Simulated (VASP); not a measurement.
Wanted: the native input for a VASP 6.6.1 run.

```
Task                   : single point
Functional             : PBEsol
Potentials or basis    : VASP PAW PBE potentials, release 64 (Nb_sv)
Cutoff                 : 500 eV
k mesh                 : 20 × 20 × 20
Occupations            : gaussian, width 0.15 eV
Spin                   : no spin polarisation
Dipole correction      : no
Further INCAR settings : ALGO = Normal; EDIFF = 1e-06; NBANDS = 12
```

The structure of Nb lies in POSCAR:

```
Nb
1.0
    0.0000000000      2.1150000000      2.1150000000
    2.3000625000      0.0000000000      2.1150000000
    2.3000625000      2.1150000000      0.0000000000
Nb
1
Direct
    0.0000000000      0.0000000000      0.0000000000
```

This cell differs from its parent crystal: strain +0.0875 x Voigt [1, 0, 0, 0, 0, 0].

The input as run:

INCAR

```
PREC = Accurate ; ENCUT = 500
EDIFF = 1E-6 ; ISMEAR = 0
SIGMA = 0.15 ; LREAL = False
LASPH = True ; NELM = 120
ALGO = Normal ; ISIF = 2
LWAVE = False ; LCHARG = False
GGA = PS ; NBANDS = 12
GGA_COMPAT = False
```

KPOINTS

```
regular mesh
0
Gamma
  20 20 20
```

Potentials or basis: VASP PAW PBE potentials, release 64 (Nb_sv).

The run is started by

```sh
$ cat potpaw_PBE.64/Nb_sv/POTCAR > POTCAR
$ mpirun -np 1 vasp_std > vasp.out
```

It gave:

```json
{
 "Pressure": "-18.5 GPa",
 "Band gap on the k mesh": "zero (an odd number of electrons rules out a gap without spin polarisation)"
}
```

Caveat: the cell differs from its parent crystal (strain +0.0875 x Voigt [1, 0, 0, 0, 0, 0]); the cell stands under tension; the PAW data sets were made with another functional, which shifts forces and pressure a little.

Run time: 2.2 min on 1 thread of Intel Xeon 8259CL (shared host), peak memory 0.26 GiB.
